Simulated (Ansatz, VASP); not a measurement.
# LiF in VASP and in Ansatz

File INCAR:

```
SYSTEM = LiF
PREC = Accurate
ENCUT = 520
EDIFF = 1E-7
ISMEAR = 0
SIGMA = 0.05
LREAL = .FALSE.
LASPH = .TRUE.
NELM = 100
ALGO = Normal
ISIF = 2
LWAVE = .FALSE.
LCHARG = .TRUE.
GGA = CA
LELF = .TRUE.
LVHAR = .TRUE.
NBANDS = 18
```

Contents of KPOINTS:

```
regular mesh
0
G
  9 9 6
  0 0 0
```

File POSCAR:

```
LiF
1.0
    3.0140916337      0.0000000000      0.0000000000
   -1.5070458168      2.6102799241      0.0000000000
    0.0000000000      0.0000000000      4.7086139501
Li F
2 2
Direct
    0.3333333333      0.6666666667      0.4120529761
    0.6666666667      0.3333333333      0.9120529761
    0.3333333333      0.6666666667      0.9910195924
    0.6666666667      0.3333333333      0.4910195924
```

Input for Ansatz:

```yaml
crystal:
  lattice:
    - [3.0140916337, 0.0, 0.0]
    - [-1.5070458168, 2.6102799241, 0.0]
    - [0.0, 0.0, 4.7086139501]
  atoms:
    - { symbol: Li, position: [0.3333333333, 0.6666666667, 0.4120529761] }
    - { symbol: Li, position: [0.6666666667, 0.3333333333, 0.9120529761] }
    - { symbol: F, position: [0.3333333333, 0.6666666667, 0.9910195924] }
    - { symbol: F, position: [0.6666666667, 0.3333333333, 0.4910195924] }
basis:
  ecutwfc: 520.0
kpoints:
  mp_grid: { grid: [9, 9, 6] }
hamiltonian:
  xc: lda
scf:
  occupations: { method: gaussian, width: 0.05 }
output:
  forces: true
  stress: true
  eigenvalues: true
```

Alike in both runs: task single point; functional LDA; k mesh 9 × 9 × 6; occupations gaussian, width 0.05 eV; no spin polarisation.

|  | VASP | Ansatz |
| --- | --- | --- |
| version | VASP 6.6.1 | Ansatz 0.2.0 |
| potentials or method | VASP PAW LDA potentials, release 64 (Li_sv, F), cutoff 520 eV | scalar-relativistic, plane waves, PAW |
| valence electrons in the cell | 20 | 20 |

|  | VASP | Ansatz | Ansatz less VASP |
| --- | --- | --- | --- |
| gap on the k mesh at the Fermi level (eV) | 7.70 | 7.71 | +0.016 |
| least direct gap on the mesh (eV) | 7.70 | 7.71 | +0.016 |
| rms of the force components (eV/Å) | 0.184 | 0.183 | -0.0011 |

LDA's correlation is that of Perdew and Zunger in VASP and of Perdew and Wang (1992) in Ansatz. Atom by atom the forces differ by 0.001 eV/Å (rms over components).

Noted on VASP's run: the cutoff is short for stress, so the pressure is rough.
